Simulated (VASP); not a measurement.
A run of VASP 6.6.1:

The input POSCAR:

```
SnTe
1.0
    0.0000000000      3.2050000000      3.2050000000
    3.2050000000      0.0000000000      3.2050000000
    3.2050000000      3.2050000000      0.0000000000
Sn Te
1 1
Direct
    0.0054042147      0.0054042147      0.0054042147
    0.5000000000      0.5000000000      0.5000000000
```

INCAR.step1

```
PREC = Accurate ; ENCUT = 520
EDIFF = 1E-5 ; ISMEAR = -1
SIGMA = 0.05 ; LREAL = False
LASPH = True ; NELM = 60
ALGO = Normal ; ISIF = 2
LWAVE = True ; LCHARG = False
NBANDS = 17 ; GGA = PE
```

INCAR.step2

```
PREC = Accurate ; ENCUT = 520
EDIFF = 1E-6 ; ISMEAR = -1
SIGMA = 0.05 ; LREAL = False
LASPH = True ; NELM = 60
ALGO = Normal ; ISIF = 2
LWAVE = False ; LCHARG = False
GGA = PE ; LHFCALC = True
HFSCREEN = 0.2079 ; PRECFOCK = Normal
NBANDS = 17 ; ISTART = 1
```

Contents of KPOINTS:

```
Automatic mesh
0
Gamma
  4 4 4
```

Potentials or basis: VASP PAW PBE potentials, release 64 (Sn_d, Te).

The run is started by

```bash
$ cat potpaw_PBE.64/Sn_d/POTCAR potpaw_PBE.64/Te/POTCAR > POTCAR
$ cp INCAR.step1 INCAR
$ mpirun -np 1 vasp_std > vasp.out
$ cp INCAR.step2 INCAR
$ mpirun -np 1 vasp_std > vasp.out
```

Hardware: 1 thread of Intel(R) Xeon(R) 6975P-C (Granite Rapids) (shared host).

Task: How long does it take, and how much memory?

Result: Wall time 12 min on 1 thread of Intel(R) Xeon(R) 6975P-C (Granite Rapids) (shared host), peak memory 0.33 GiB. Counts: k points 13.
